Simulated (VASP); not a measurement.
# NaCl in VASP: single point with PBE

Aim: the single point of NaCl with PBE.

Everything below comes from runs of VASP 6.6.1. Logs are shortened: lines on timing, memory, paths and dates and some standing lists are left out, and cuts for length are marked.

### 1 The cell of the first run

The cell holds a sheet with vacuum, 2 atoms: a = 4.533 Å, b = 4.533 Å, c = 25.451 Å, α = 90.00°, β = 90.00°, γ = 120.00°.

### 2 Single point, PBE

Contents of INCAR:

```
SYSTEM = NaCl
PREC = Accurate
ENCUT = 520
EDIFF = 1E-6
ISMEAR = 0
SIGMA = 0.1
LREAL = .False.
LASPH = .True.
NELM = 60
ALGO = Normal
ISIF = 2
LWAVE = .False.
LCHARG = .False.
LDIPOL = .True.
IDIPOL = 3
DIPOL = 0.5 0.5 0.295
GGA = PE
NBANDS = 14
```

Contents of KPOINTS:

```
Automatic mesh
0
Gamma
  6 6 1
  0 0 0
```

Contents of POSCAR:

```
NaCl
1.0
    4.5332967564     -0.0000003236      0.0000000000
   -2.2666480980      3.9259503157      0.0000000000
    0.0000000000      0.0000000000     25.4512216000
Na Cl
1 1
Direct
    0.0000000000      0.0000000000      0.2952494697
    0.6666666667      0.3333333333      0.2941132036
```

Potentials or basis: VASP PAW PBE potentials, release 64 (Na_pv, Cl).

Launch:

```bash
cat potpaw_PBE.64/Na_pv/POTCAR potpaw_PBE.64/Cl/POTCAR > POTCAR
mpirun -np 1 vasp_std > vasp.out
```

OUTCAR:

```text
SYSTEM = NaCl
   PREC = Accurate
   ENCUT = 520
   EDIFF = 1E-6
   ISMEAR = 0
   LREAL = .False.
   LASPH = .True.
   NELM = 60
   ISIF = 2
   GGA = PE

 ion  position               nearest neighbor table
   1  0.000  0.000  0.295-   2 2.62   2 2.62   2 2.62
   2  0.667  0.333  0.294-   1 2.62   1 2.62   1 2.62

  LATTYP: Found a hexagonal cell.
 ALAT       =     4.5332967564
 C/A-ratio  =     5.6142853574

  Lattice vectors:

 A1 = (   4.5332967564,  -0.0000003236,   0.0000000000)
 A2 = (  -2.2666480980,   3.9259503157,   0.0000000000)
 A3 = (   0.0000000000,   0.0000000000,  25.4512216000)

Analysis of symmetry for initial positions (statically):
=====================================================================
 Subroutine PRICEL returns:
 Original cell was already a primitive cell.

 Routine SETGRP: Setting up the symmetry group for a
 hexagonal supercell.

 Subroutine GETGRP returns: Found  6 space group operations
 (whereof  6 operations were pure point group operations)
 out of a pool of 24 trial point group operations.

The static configuration has the point symmetry C_3v.

Analysis of symmetry for dynamics (positions and initial velocities):
=====================================================================
 Subroutine PRICEL returns:
 Original cell was already a primitive cell.

 Routine SETGRP: Setting up the symmetry group for a
 hexagonal supercell.

 Subroutine GETGRP returns: Found  6 space group operations
 (whereof  6 operations were pure point group operations)
 out of a pool of 24 trial point group operations.

The dynamic configuration has the point symmetry C_3v.

 Subroutine INISYM returns: Found  6 space group operations
 (whereof  6 operations are pure point group operations),
 and found     1 'primitive' translations

----------------------------------------------------------------------------------------

                                     Primitive cell

  volume of cell :     452.9680

  direct lattice vectors                    reciprocal lattice vectors
     4.533296756 -0.000000324  0.000000000     0.220590024  0.127357689  0.000000000
    -2.266648098  3.925950316  0.000000000     0.000000018  0.254715409  0.000000000
     0.000000000  0.000000000 25.451221600     0.000000000  0.000000000  0.039290845

  length of vectors
     4.533296756  4.533296756 25.451221600     0.254715409  0.254715409  0.039290845

  position of ions in fractional coordinates (direct lattice)
     0.000000000  0.000000000  0.295249470
     0.666666667  0.333333333  0.294113204

  ion indices of the primitive-cell ions
   primitive index   ion index
                 1           1
                 2           2

----------------------------------------------------------------------------------------

 KPOINTS: Automatic mesh

Automatic generation of k-mesh.
 Grid dimensions read from file:
 generate k-points for:    6    6    1

 Generating k-lattice:

  Cartesian coordinates                     Fractional coordinates (reciprocal lattice)
     0.036765004  0.021226281  0.000000000     0.166666667  0.000000000  0.000000000
     0.000000003  0.042452568  0.000000000    -0.000000000  0.166666667  0.000000000
     0.000000000  0.000000000  0.039290845     0.000000000  0.000000000  1.000000000

  Length of vectors
     0.042452568  0.042452568  0.039290845

  Shift w.r.t. Gamma in fractional coordinates (k-lattice)
     0.000000000  0.000000000  0.000000000

 Subroutine IBZKPT returns following result:
 ===========================================

 Found      7 irreducible k-points:

 Following reciprocal coordinates:
            Coordinates               Weight
  0.000000  0.000000  0.000000      1.000000
  0.166667 -0.000000  0.000000      6.000000
  0.333333 -0.000000  0.000000      6.000000
  0.500000  0.000000  0.000000      3.000000
  0.166667  0.166667  0.000000      6.000000
  0.333333  0.166667  0.000000     12.000000
  0.333333  0.333333  0.000000      2.000000
   k-points           NKPTS =      7   k-points in BZ     NKDIM =      7   number of bands    NBANDS=     14
   number of dos      NEDOS =    301   number of ions     NIONS =      2
   total plane-waves  NPLWV = 248832
   dimension x,y,z NGX =    36 NGY =   36 NGZ =  192
   dimension x,y,z NGXF=    72 NGYF=   72 NGZF=  384
   ions per type =               1   1
   NGX,Y,Z   is equivalent  to a cutoff of  13.20, 13.20, 12.54 a.u.
   NGXF,Y,Z  is equivalent  to a cutoff of  26.40, 26.40, 25.08 a.u.
 SYSTEM =  NaCl
   PREC   = accura    normal or accurate (medium, high low for compatibility)
   ISTART =      0    job   : 0-new  1-cont  2-samecut
   ICHARG =      2    charge: 1-file 2-atom 10-const
   ISPIN  =      1    spin polarized calculation?
   LNONCOLLINEAR =      F non collinear calculations
   LSORBIT =      F    spin-orbit coupling
   LASPH  =      T    aspherical Exc in radial PAW
   ENCUT  =  520.0 eV  38.22 Ry    6.18 a.u.   8.43  8.43 47.32*2*pi/ulx,y,z
   NELM   =     60;   NELMIN=  2; NELMDL= -5     # of ELM steps
   EDIFF  = 0.1E-05   stopping-criterion for ELM
   LREAL  =      F    real-space projection
   EDIFFG = 0.1E-04   stopping-criterion for IOM
   NSW    =      0    number of steps for IOM
   IBRION =     -1    ionic relax: 0-MD 1-quasi-New 2-CG
   NFREE  =      0    steps in history (QN), initial steepest desc. (CG)
   ISIF   =      2    stress and relaxation
   ISYM   =      2    0-nonsym 1-usesym 2-fastsym
   POTIM  = 0.5000    time-step for ionic-motion
   TEBEG  =    0.0;   TEEND  =   0.0 temperature during run
   PSTRESS=    0.0 pullay stress
   NELECT =      14.0000    total number of electrons
   NUPDOWN=      -1.0000    fix difference up-down
   EMIN   =  10.00;   EMAX   =-10.00  energy-range for DOS
   EFERMI =   0.00;   METHOD = LEGACY
   ISMEAR =     0;   SIGMA  =   0.10  broadening in eV -4-tet -1-fermi 0-gaus
   EFERMI_NEDOS =   21; number of points for ismear=-14 and -15
   IALGO  =     38    algorithm
   IMIX   =      4    mixing-type and parameters
     AMIX     =   0.40;   BMIX     =  1.00
     AMIX_MAG =   1.60;   BMIX_MAG =  1.00
  volume/ion in A,a.u.               =     226.48      1528.39
  Fermi-wavevector in a.u.,A,eV,Ry     =   0.513762  0.970869  3.591271  0.263951
  Thomas-Fermi vector in A             =   1.528392
   LORBIT       =      0    0 simple, 1 ext, 2 COOP (PROOUT), +10 PAW based schemes
   GGA     = PE    functional components
   LHFCALC =     F    Hartree Fock is set to
   AEXX    =    0.0000 exact exchange contribution
   IVDW    =     0    specifies the selected vdW correction
   LEPSILON=     F    determine dielectric tensor
   LRPA    =     F    only Hartree local field effects (RPA)
 non-spin polarized calculation
 Gauss-broadening in eV      SIGMA  =   0.10
  energy-cutoff  :      520.00
  volume of cell :      452.97
 maximum number of plane-waves:     12281
 NGX is ok and might be reduce to    36
   NGX = 17   NGY = 17   NGZ = 95

 number of electron      13.9999998 magnetization

 dipolmoment           0.000000      0.000000     -0.012839 electrons x Angstroem

 Free energy of the ion-electron system (eV)
  ---------------------------------------------------
  ext. energy  EPLUGINS =         0.00000000
  ---------------------------------------------------
  free energy    TOTEN  =        -6.40177459 eV

  energy without entropy =       -6.40177459  energy(sigma->0) =       -6.40177459

 E-fermi :  -5.6645     XC(G=0):  -1.2395

 val. band max:       -6.1551949365   @ k =   0.3333   0.3333   0.0000
 cond. band min:      -1.1072631006   @ k =   0.0000   0.0000   0.0000
 fundamental gap:      5.0479318359
 Fermi energy:        -5.6645007546

 k-point     1 :       0.0000    0.0000    0.0000
  band No.  band energies     occupation
      1     -27.2403      2.00000
      2     -27.1648      2.00000
      3     -27.1648      2.00000
      4     -18.1298      2.00000
      5      -6.3395      2.00000
      6      -6.3395      2.00000
      7      -6.3315      2.00000
      8      -1.1073      0.00000
      9       0.2192      0.00000
     10       0.5919      0.00000
     11       1.0620      0.00000
     12       1.0837      0.00000
     13       2.0592      0.00000
     14       2.1932      0.00000

 k-point     2 :       0.1667   -0.0000    0.0000
  band No.  band energies     occupation
      1     -27.2402      2.00000
      2     -27.1676      2.00000
      3     -27.1652      2.00000
      4     -18.1076      2.00000
      5      -6.5328      2.00000
      6      -6.3648      2.00000
      7      -6.2935      2.00000
      8      -0.6961      0.00000
      9       0.4262      0.00000
     10       0.8676      0.00000
     11       1.3134      0.00000
     12       1.3824      0.00000
     13       2.3576      0.00000
     14       2.4034      0.00000

 k-point     3 :       0.3333   -0.0000    0.0000
  band No.  band energies     occupation
      1     -27.2399      2.00000
      2     -27.1731      2.00000
      3     -27.1660      2.00000
      4     -18.0627      2.00000
      5      -6.8688      2.00000
      6      -6.4142      2.00000
      7      -6.2152      2.00000
      8       0.2781      0.00000
      9       0.9864      0.00000
     10       1.6823      0.00000
     11       2.0465      0.00000
     12       2.1882      0.00000
     13       2.6963      0.00000
     14       2.9424      0.00000

 k-point     4 :       0.5000    0.0000    0.0000
  band No.  band energies     occupation
      1     -27.2398      2.00000
      2     -27.1758      2.00000
      3     -27.1664      2.00000
      4     -18.0401      2.00000
      5      -7.0182      2.00000
      6      -6.4383      2.00000
      7      -6.1748      2.00000
      8       1.1928      0.00000
      9       1.4709      0.00000
     10       1.8766      0.00000
     11       2.6339      0.00000
     12       2.9568      0.00000
     13       3.0483      0.00000
     14       3.2362      0.00000

 k-point     5 :       0.1667    0.1667    0.0000
  band No.  band energies     occupation
      1     -27.2400      2.00000
      2     -27.1714      2.00000
      3     -27.1661      2.00000
      4     -18.0740      2.00000
      5      -6.7558      2.00000
      6      -6.4412      2.00000
      7      -6.2351      2.00000
      8       0.0024      0.00000
      9       0.8162      0.00000
     10       1.4149      0.00000
     11       1.8077      0.00000
     12       1.9649      0.00000
     13       2.8079      0.00000
     14       2.8922      0.00000

 k-point     6 :       0.3333    0.1667    0.0000
  band No.  band energies     occupation
      1     -27.2398      2.00000
      2     -27.1751      2.00000
      3     -27.1672      2.00000
      4     -18.0402      2.00000
      5      -6.9316      2.00000
      6      -6.5425      2.00000
      7      -6.1752      2.00000
      8       1.1038      0.00000
      9       1.4719      0.00000
     10       2.2645      0.00000
     11       2.4993      0.00000
     12       2.7262      0.00000
     13       3.0133      0.00000
     14       3.1102      0.00000

 k-point     7 :       0.3333    0.3333    0.0000
  band No.  band energies     occupation
      1     -27.2397      2.00000
      2     -27.1755      2.00000
      3     -27.1683      2.00000
      4     -18.0289      2.00000
      5      -6.8330      2.00000
      6      -6.7441      2.00000
      7      -6.1552      2.00000
      8       1.9857      0.00000
      9       2.0969      0.00000
     10       2.2009      0.00000
     11       2.5040      0.00000
     12       2.8123      0.00000
     13       3.5503      0.00000
     14       3.8236      0.00000

------------------------ aborting loop because EDIFF is reached ----------------------------------------

 vacuum level on the upper side and lower side of the slab       (xc-potential included)        -0.070         0.058

  FORCE on cell =-STRESS in cart. coord.  units (eV):
  Direction    XX          YY          ZZ          XY          YZ          ZX
  --------------------------------------------------------------------------------------
  -------------------------------------------------------------------------------------
  Total        0.0553373      0.0553373     -0.0137012     -0.0000000      0.0000000     -0.0000000
  in kB        0.1957317      0.1957317     -0.0484619     -0.0000000      0.0000000     -0.0000000
  external PRESSURE =       0.1143339 kB  Pullay stress =       0.0000000 kB

 VOLUME and BASIS-vectors are now :
 -----------------------------------------------------------------------------
  energy-cutoff  :      520.00
  volume of cell :      452.97
      direct lattice vectors                 reciprocal lattice vectors
     4.533296756 -0.000000324  0.000000000     0.220590024  0.127357689  0.000000000
    -2.266648098  3.925950316  0.000000000     0.000000018  0.254715409  0.000000000
     0.000000000  0.000000000 25.451221600     0.000000000  0.000000000  0.039290845

 POSITION                                       TOTAL-FORCE (eV/Angst)
 -----------------------------------------------------------------------------------
      0.00000      0.00000      7.51446         0.000000     -0.000000     -0.019894
      2.26665      1.30865      7.48554        -0.000000      0.000000      0.019894
 -----------------------------------------------------------------------------------
    total drift:                               -0.000001      0.000001      0.001788

  FREE ENERGIE OF THE ION-ELECTRON SYSTEM (eV)
  ---------------------------------------------------
  free  energy   TOTEN  =        -6.4017745947 eV

  energy  without entropy=       -6.4017745947  energy(sigma->0) =       -6.40177459

 vacuum level on the upper side and lower side of the slab         0.516         0.646
```

Run time: 62 s. Hardware: 1 thread of AMD EPYC 9R45 (Zen 5), shared host; peak memory 0.52 GiB.

What came out:

* Free energy: -6.4018 eV
* Largest force: 0.020 eV/Å
* Band gap on the k mesh: 5.05 eV, indirect (least direct gap 5.22 eV)

Forces on the atoms (eV/Å):
```
Na   0.000  0.000 -0.020
Cl   0.000  0.000  0.020
```
